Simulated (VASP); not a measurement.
TiO2 (Anatase), 6 atoms in the cell. The structure is tetragonal, space group I4_1/amd (No. 141). Conventional cell: a = 3.799 Å, b = 3.799 Å, c = 9.697 Å, α = 90.00°, β = 90.00°, γ = 90.00°. Within 2.6 Å of Ti (site symmetry -4m2) lie 6 O at 1.95 to 2.00 Å. Within 2.6 Å of O (site symmetry 2mm) lie 3 Ti at 1.95 to 2.00 Å and 2 O at 2.47 Å. 

```yaml
Program: VASP 6.6.1
Task: relaxation of cell and atoms
Functional: PBE
Potentials_or_basis: VASP PAW PBE potentials, release 64 (Ti_sv, O)
Cutoff: 600 eV
k_mesh: 10 × 10 × 10
Occupations: gaussian, width 0.01 eV
Spin: no spin polarisation
Dipole_correction: no
Further_INCAR_settings: ALGO = Normal; EDIFF = 1e-06; IBRION = 2; EDIFFG = -0.001; NSW = 80; ISIF = 3
```

Potentials or basis: VASP PAW PBE potentials, release 64 (Ti_sv, O).

Command:

```sh
$ cat potpaw_PBE.64/Ti_sv/POTCAR potpaw_PBE.64/O/POTCAR > POTCAR
$ mpirun -np 1 vasp_std > vasp.out
```

Hardware: 1 thread of Intel(R) Xeon(R) 6975P-C (Granite Rapids), with other jobs on the host.

**Question.** Estimate the wall time of this run.

**Answer.** It took 7.7 min on 1 thread of Intel(R) Xeon(R) 6975P-C (Granite Rapids), with other jobs on the host, peak memory 0.46 GiB. Counts: scf iterations 33, k points 102, ion steps 3.
